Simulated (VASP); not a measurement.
Crystal: ZnCd2TeO2.

```
Zn Cd Te O
1.0
     3.28888    0.00000    0.00000
     0.00000    3.28888    0.00000
     0.00000    0.00000   10.89015
Zn Cd Te O
1 2 1 2
Direct
  0.00000 0.00000 0.50000
  0.50000 0.50000 0.73838
  0.50000 0.50000 0.26162
  0.50000 0.50000 0.00000
  0.00000 0.00000 0.66960
  0.00000 0.00000 0.33040
```

The cell was generated, and may not be a known phase.

```yaml
Program: VASP 6.6.1
Task: relaxation of cell and atoms
Functional: PBE
Potentials_or_basis: VASP PAW PBE potentials, release 64 (Zn, Cd, Te, O)
Cutoff: 600 eV
k_mesh: 6 × 6 × 2
Occupations: gaussian, width 0.1 eV
Spin: no spin polarisation
```

At the start: pressure 0.9 GPa; volume 19.63 Å³/atom.

Question: Where does the relaxation end?

Answer: Over 9 steps the energy falls by 5.1 meV/atom; space group P4/mmm (No. 123, to 0.1 Å) before and after.

Step by step:
```
step  energy change (eV)  largest force (eV/Å)  pressure (GPa)  volume (Å³)
   1              0.0000                0.3593            0.89       117.80
   2             -0.0213                0.1451           -0.97       119.64
   3             -0.0223                0.1576           -0.67       119.31
   4             -0.0284                0.1007           -0.19       118.21
   5             -0.0295                0.0646            0.12       117.54
   6             -0.0295                0.0627            0.14       117.50
   7             -0.0301                0.0446            0.05       117.67
   8             -0.0304                0.0218           -0.11       117.94
   9             -0.0308                0.0016            0.00       117.85
```

Final structure:
```
Zn Cd Te O
1.0
     3.26532    0.00000    0.00000
     0.00000    3.26532    0.00000
     0.00000    0.00000   11.05268
Zn Cd Te O
1 2 1 2
Direct
  0.00000 0.00000 0.50000
  0.50000 0.50000 0.73470
  0.50000 0.50000 0.26530
  0.50000 0.50000 0.00000
  0.00000 0.00000 0.67147
  0.00000 0.00000 0.32853
```
